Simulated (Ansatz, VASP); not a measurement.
# SnSe in VASP and in Ansatz

```xyz
4
Lattice="5.1997 0.0000 0.0000 -2.5999 4.5031 0.0000 0.0000 0.0000 6.2446" Properties=species:S:1:pos:R:3 pbc="T T T"
Sn    0.0000    3.0021    1.5612
Sn    2.5999    1.5010    4.6835
Se    2.5999    1.5010    1.5612
Se    0.0000    3.0021    4.6835
```

Alike in both runs: task single point; functional PBE; k mesh 6 × 6 × 4; no spin polarisation.

|  | VASP | Ansatz |
| --- | --- | --- |
| version | VASP 6.6.1 | Ansatz 0.2.0 |
| potentials or method | VASP PAW PBE potentials, release 64 (Sn_d, Se) | plane waves, PAW |
| plane-wave cutoff (eV) | 500 | 420 |
| occupations | gaussian, width 0.01 eV | fixed |
| valence electrons in the cell | 40 | 60 |

VASP gave:

| Property | Result |
| --- | --- |
| gap on the k mesh at the Fermi level (eV) | 0.58 |
| pressure (GPa) | -1.9 |
| traceless stress, the component that is largest in VASP (GPa) | -0.06 |

Question: What did Ansatz give for the same quantities?

Answer: gap on the k mesh at the Fermi level (eV): 0.58; pressure (GPa): -1.9; traceless stress, the component that is largest in VASP (GPa): -0.05.

VASP's potentials hold 40 valence electrons a cell and Ansatz's 60, so a difference there can come from the potentials and not from the codes.
